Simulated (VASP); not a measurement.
A run of VASP 6.6.1 is set up as follows.

INCAR

```
SYSTEM = CdSe
PREC     = Accurate       ! precision mode
ENCUT    = 450            ! plane-wave cutoff, eV
EDIFF    = 1E-7           ! SCF threshold, eV
ISMEAR   = 0              ! smearing method
SIGMA    = 0.02           ! smearing width, eV
LREAL    = .False.        ! projectors in reciprocal space
LASPH    = .True.         ! aspherical terms in the spheres
NELM     = 120            ! most SCF steps
ALGO     = Normal         ! electronic algorithm
ISIF     = 2              ! what is computed and relaxed
LWAVE    = .False.        ! write WAVECAR
LCHARG   = .False.        ! write CHGCAR
GGA      = PS             ! functional
IBRION   = 2              ! ionic algorithm
NSW      = 60             ! ionic steps
EDIFFG   = -0.002         ! ionic threshold
GGA_COMPAT= .False.      
NELMIN   = 4
```

File KPOINTS:

```
regular mesh
0
Gamma
  8 8 8
  0 0 0
```

File POSCAR:

```
CdSe
1.0
    0.0307356244      3.0413980497      3.0106624253
    3.0413980497      0.0307356244      3.0106624253
    3.0721336741      3.0721336741      0.0000000000
Cd Se
1 1
Direct
    0.0020056397      0.0020056397     -0.0020056397
    0.2479943603      0.2479943603      0.2520056397
```

Potentials or basis: VASP PAW PBE potentials, release 64 (Cd, Se).

Run with:

```bash
$ cat potpaw_PBE.64/Cd/POTCAR potpaw_PBE.64/Se/POTCAR > POTCAR
$ mpirun -np 1 vasp_std > vasp.out
```

(1) What does it give for the energy gained by relaxing?

(2) What does it give for the band gap on the k mesh?

Results:

(1) 0.0 meV/atom.

(2) 0.46 eV, direct.

Caveat: the cell differs from its parent crystal (strained cell).
